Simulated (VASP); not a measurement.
Runs of VASP 6.6.1 on BAs. The structure is that of space group F-43m (No. 216), or close to it. The cells are those of the table. 

```tsv
task	cell	gap on the mesh (eV)	pressure (GPa)
single point	a = 3.395, b = 3.395, c = 3.378 Å, angles 60.2, 60.2, 59.7°, 2 atoms	1.06	(a)
electric field gradients	a = 3.429, b = 3.429, c = 3.378 Å, angles 60.5, 60.5, 59.0°, 2 atoms	0.93	-6.8
single point	a = 3.328, b = 3.328, c = 3.277 Å, angles 60.5, 60.5, 59.0°, 2 atoms	0.83	6.2
electric field gradients	a = 3.400 Å, angles 60.0°, 2 atoms	1.14	-5.6
single point	a = 3.361, b = 3.361, c = 3.344 Å, angles 60.2, 60.2, 59.7°, 2 atoms	1.03	(b)
```

Alike in all rows: level LDA; potentials or basis VASP PAW LDA potentials, release 64 (B, As); no spin polarisation; k mesh 15 × 15 × 15; cutoff (eV) 520; smearing fermi-dirac 0.03 eV.

Problem. Estimate the missing entries.

Solution. (a) -4.4; (b) -0.3.

A k mesh can miss the band edges, and the runs leave out spin-orbit coupling on As.
